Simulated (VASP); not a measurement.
Set up this calculation in VASP 6.6.1, as the native input.

* Task: single point
* Functional: PBEsol
* Potentials or basis: VASP PAW PBE potentials, release 64 (Sn_d, O)
* Cutoff: 520 eV
* k mesh: 10 × 10 × 10
* Occupations: gaussian, width 0.05 eV
* Spin: no spin polarisation
* Dipole correction: no
* Further INCAR settings: ALGO = Normal; EDIFF = 1e-06; NBANDS = 35

The structure of SnO2 lies in POSCAR:

```
SnO2
1.0
   -2.0874129876      2.0874129876      4.7288253820
    2.0874129876     -2.0874129876      4.7288253820
    2.0874129876      2.0874129876     -4.7288253820
Sn O
2 4
Direct
    0.7500000000      0.2500000000      0.5000000000
    0.0000000000      0.0000000000      0.0000000000
    0.7869207805      0.7869207805      0.0000000000
    0.9630792195      0.4630792195      0.5000000000
    0.2130792195      0.2130792195      0.0000000000
    0.5369207805      0.0369207805      0.5000000000
```

The input as run:

INCAR

```
ALGO = Normal ; EDIFF = 1E-6
ENCUT = 520 ; GGA = PS
ISIF = 2 ; ISMEAR = 0
LASPH = T ; LCHARG = T
LELF = T ; LREAL = F
LVHAR = T ; LWAVE = F
NBANDS = 35 ; NELM = 100
PREC = Accurate ; SIGMA = 0.05
```

KPOINTS

```
k-points
0
Gamma
  10 10 10
```

Potentials or basis: VASP PAW PBE potentials, release 64 (Sn_d, O).

The run is started by

```console
$ cat potpaw_PBE.64/Sn_d/POTCAR potpaw_PBE.64/O/POTCAR > POTCAR
$ mpirun -np 1 vasp_std > vasp.out
```

It gave:

```yaml
Pressure: -0.5 GPa
Largest_force: 0.054 eV/Å
Band_gap_on_the_k_mesh: 1.60 eV (least direct gap 2.17 eV)
```

Caveat: the PAW data sets were made with another functional, which shifts forces and pressure a little; spin-orbit coupling is left out, which moves the levels of the heavy elements.

It took 11 min on 1 thread of Intel Xeon 8259CL, on a shared host, peak memory 0.41 GiB.
